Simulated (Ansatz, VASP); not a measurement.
SnTe in VASP and in Ansatz

Contents of INCAR:

```
SYSTEM = SnTe
PREC = Accurate
ENCUT = 500
EDIFF = 1E-6
ISMEAR = 0
SIGMA = 0.01
LREAL = .False.
LASPH = .True.
NELM = 120
ALGO = Normal
ISIF = 2
LWAVE = .False.
LCHARG = .True.
GGA = PS
LELF = .True.
LVHAR = .True.
NBANDS = 17
GGA_COMPAT = .False.
```

File KPOINTS:

```
regular mesh
0
Gamma
  10 10 10
  0 0 0
```

POSCAR

```
SnTe
1.0
    0.0000000000      3.1648110513      3.1648110513
    3.1648110513      0.0000000000      3.1648110513
    3.1648110513      3.1648110513      0.0000000000
Te Sn
1 1
Direct
    0.5000000000      0.5000000000      0.5000000000
    0.0000000000      0.0000000000      0.0000000000
```

Input for Ansatz:

```yaml
crystal:
  lattice:
    - [0.0, 3.1648110513, 3.1648110513]
    - [3.1648110513, 0.0, 3.1648110513]
    - [3.1648110513, 3.1648110513, 0.0]
  atoms:
    - { symbol: Te, position: [0.5, 0.5, 0.5] }
    - { symbol: Sn, position: [0.0, 0.0, 0.0] }
basis:
  ecutwfc: 420
  ecutrho_ratio: 8
kpoints:
  mp_grid: { grid: [10, 10, 10] }
hamiltonian:
  xc: pbesol
scf:
  occupations: { method: gaussian, width: 0.01 }
output:
  forces: true
  eigenvalues: true
  stress: true
```

Alike in both runs: task single point; functional PBEsol; k mesh 10 × 10 × 10; occupations gaussian, width 0.01 eV; no spin polarisation.

```csv
,VASP,Ansatz
version,VASP 6.6.1,Ansatz 0.2.0
potentials or method,"VASP PAW PBE potentials, release 64 (Te, Sn_d), cutoff 500 eV","scalar-relativistic, plane waves, PAW"
valence electrons in the cell,20,30
```

```tsv
	VASP	Ansatz	Ansatz less VASP
gap on the k mesh at the Fermi level (eV)	0.10	0.10	-0.001
pressure (GPa)	-0.9	-0.9	+0.02
```

VASP's potentials were made for PBE, not for PBEsol. VASP's potentials hold 20 valence electrons a cell and Ansatz's 30, so a difference there can come from the potentials and not from the codes.

Neither program's run includes spin-orbit coupling.
